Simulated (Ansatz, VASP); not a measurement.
**GePPd3: VASP beside Ansatz**

File INCAR:

```
PREC = Accurate ; ENCUT = 600
EDIFF = 1E-7 ; ISMEAR = 0
SIGMA = 0.1 ; LREAL = False
LASPH = True ; NELM = 60
ALGO = Normal ; ISIF = 3
LWAVE = False ; LCHARG = False
GGA = PE ; IBRION = 2
NSW = 100 ; EDIFFG = -0.01
```

File KPOINTS:

```
regular mesh
0
Gamma
  8 8 8
```

Contents of POSCAR:

```
GePPd3
1.0
    4.6033533584      0.0000000000      0.0000000000
    0.0000000000      4.6033533584      0.0000000000
    0.0000000000      0.0000000000      4.6033533584
Ge P Pd
1 1 3
Direct
    0.5000000000      0.5000000000      0.5000000000
    0.0000000000      0.0000000000      0.0000000000
    0.0000000000      0.5000000000      0.5000000000
    0.5000000000      0.0000000000      0.5000000000
    0.5000000000      0.5000000000      0.0000000000
```

Input for Ansatz:

```yaml
crystal:
  lattice:
    - [4.6033533584, 0.0, 0.0]
    - [0.0, 4.6033533584, 0.0]
    - [0.0, 0.0, 4.6033533584]
  atoms:
    - { symbol: Ge, position: [0.5, 0.5, 0.5] }
    - { symbol: P, position: [0.0, 0.0, 0.0] }
    - { symbol: Pd, position: [0.0, 0.5, 0.5] }
    - { symbol: Pd, position: [0.5, 0.0, 0.5] }
    - { symbol: Pd, position: [0.5, 0.5, 0.0] }
basis:
  ecutwfc: 420
kpoints:
  mp_grid: { grid: [8, 8, 8] }
hamiltonian:
  xc: pbe
scf:
  occupations: { method: gaussian, width: 0.1 }
output:
  forces: true
  stress: true
  eigenvalues: true
relax:
  adjacent_minimum: "off"
  f_tol: 0.01
  max_steps: 80
  cell: { stress_tol: 0.05 }
```

Alike in both runs: task relaxation of cell and atoms; functional PBE; k mesh 8 × 8 × 8; occupations gaussian, width 0.1 eV; no spin polarisation.

```csv
,VASP,Ansatz
version,VASP 6.6.1,Ansatz 0.2.0
potentials or method,"VASP PAW PBE potentials, release 64 (Ge_d, P, Pd), cutoff 600 eV","scalar-relativistic, plane waves, PAW"
valence electrons in the cell,49,73
```

VASP gave:

* gap on the k mesh at the Fermi level, each at its own relaxed structure (eV): none
* relaxed volume (Å³/atom): 19.64
* relaxed length of the cell vector where the two differ most in proportion (Å): 4.614

**Question.** Which values does Ansatz return?

**Answer.** gap on the k mesh at the Fermi level, each at its own relaxed structure (eV): none; relaxed volume (Å³/atom): 19.58; relaxed length of the cell vector where the two differ most in proportion (Å): 4.609.

A gap of «none» marks a metal or a gap that the smearing closes. VASP's potentials hold 49 valence electrons a cell and Ansatz's 73, so a difference there can come from the potentials and not from the codes.
